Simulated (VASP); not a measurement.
Wanted: the native input for a VASP 6.6.1 run.

| Item | Value |
| --- | --- |
| Task | single point |
| Functional | PBE |
| Dispersion | D3(BJ) |
| Potentials or basis | VASP PAW PBE potentials, release 64 (Li_sv, Cu) |
| Cutoff | 520 eV |
| k mesh | 3 × 3 × 3 |
| Occupations | gaussian, width 0.1 eV |
| Spin | no spin polarisation |
| Dipole correction | no |
| Further INCAR settings | LREAL = Auto; ALGO = Normal; EDIFF = 1e-06; NBANDS = 44 |

The structure of Li16Cu (a cell with a defect) lies in POSCAR:

```
Li16Cu
1.0
    6.9800000000      0.0000000000      0.0000000000
    0.0000000000      6.9800000000      0.0000000000
    0.0000000000      0.0000000000      6.9800000000
Li Cu
16 1
Direct
    0.0243628940      0.0126538682      0.0145611748
    0.4633891117     -0.0149994269     -0.0054275072
    0.0127987106      0.4762296562     -0.0131438395
    0.0019098854      0.0138852436      0.4650469914
    0.2650703438      0.2756143266      0.2510349570
    0.4758063037      0.5238689112     -0.0298855301
    0.5993300860      0.0150737822      0.5846657593
    0.7015593123      0.2409876791      0.2362028653
   -0.0423710602      0.4779893983      0.4922743553
    0.1912868195      0.6944637536      0.2346739255
    0.2589318052      0.2429382521      0.7044922636
    0.5088184814      0.5381840974      0.5038207736
    0.7225995702      0.7651909742      0.2366724928
    0.7555889685      0.2718724928      0.7938795129
    0.2335849570      0.7669064470      0.6960335244
    0.7924262178      0.7438153295      0.7804948424
    0.3680941261     -0.0468224928      0.3549342407
```

One way to write it, as run:

INCAR

```
SYSTEM = Li16Cu
  PREC = Accurate
  ENCUT = 520
  EDIFF = 1E-6
  ISMEAR = 0
  SIGMA = 0.1
  LREAL = Auto
  LASPH = .True.
  NELM = 80
  ALGO = Normal
  ISIF = 2
  LWAVE = .False.
  LCHARG = .False.
  GGA = PE
  IVDW = 12
  NBANDS = 44
```

KPOINTS

```
regular mesh
0
Gamma
  3 3 3
  0 0 0
```

Potentials or basis: VASP PAW PBE potentials, release 64 (Li_sv, Cu).

Launch:

```bash
$ cat potpaw_PBE.64/Li_sv/POTCAR potpaw_PBE.64/Cu/POTCAR > POTCAR
$ mpirun -np 1 vasp_std > vasp.out
```

It gave:

- Largest force: 0.025 eV/Å
- Band gap on the k mesh: zero (an odd number of electrons rules out a gap without spin polarisation)
- Dispersion energy per atom: -0.179 eV

Wall time 9 min on 1 thread of Oxide Virtual Turin-like Processor, with other jobs on the host, peak memory 0.39 GiB.
